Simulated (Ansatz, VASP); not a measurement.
One calculation of Ca, two programs

```
CELL_PARAMETERS angstrom
0.02261 2.80956 2.74477
2.75250 0.03962 2.72775
2.84984 2.88989 -0.05772
ATOMIC_POSITIONS crystal
Ca 0.99927 0.00324 0.99894
```

Change from the starting cell: cell strained at random at fixed volume.

Alike in both runs: task single point; functional PBEsol; k mesh 8 × 8 × 8; occupations fermi-dirac, width 0.05 eV; no spin polarisation.

|  | VASP | Ansatz |
| --- | --- | --- |
| version | VASP 6.6.1 | Ansatz 0.2.0 |
| potentials or method | VASP PAW PBE potentials, release 64 (Ca_sv), cutoff 520 eV | all-electron LAPW, scalar-relativistic |

|  | VASP | Ansatz | Ansatz less VASP |
| --- | --- | --- | --- |
| gap on the k mesh at the Fermi level (eV) | none | none | - |
| pressure (GPa) | -1.2 | -1.2 | +0.01 |
| traceless stress, the component that is largest in VASP (GPa) | -0.60 | -0.60 | 0.000 |

VASP's potentials were made for PBE, not for PBEsol. A gap of «none» marks a metal or a gap that the smearing closes. Ansatz ran all-electron here, and VASP with PAW potentials.
